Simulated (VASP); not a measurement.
Input of a VASP 6.6.1 run:

Contents of INCAR:

```
SYSTEM = LaB
ALGO = Normal
EDIFF = 1E-7
ENCUT = 520
GGA = PE
ISIF = 2
ISMEAR = 0
LASPH = .True.
LCHARG = .False.
LREAL = .False.
LWAVE = .False.
NBANDS = 14
NELM = 60
PREC = Accurate
SIGMA = 0.05
```

File KPOINTS:

```
k-points
0
Gamma
  10 10 10
  0 0 0
```

POSCAR

```
LaB
1.0
    0.0000000000      2.8545633321      2.8545633321
    2.8545633321      0.0000000000      2.8545633321
    2.8545633321      2.8545633321      0.0000000000
La B
1 1
Direct
    0.5000000000      0.5000000000      0.5000000000
    0.0000000000      0.0000000000      0.0000000000
```

Potentials or basis: VASP PAW PBE potentials, release 64 (La, B).

Launch:

```console
$ cat potpaw_PBE.64/La/POTCAR potpaw_PBE.64/B/POTCAR > POTCAR
$ mpirun -np 1 vasp_std > vasp.out
```

Q: Predict the pressure.

A: -1.1 GPa.

Q: What does it give for the band gap on the k mesh?

A: Zero (bands 7 and 8 overlap by 1.90 eV).

Caveat: spin-orbit coupling is left out, which moves the levels of the heavy elements.
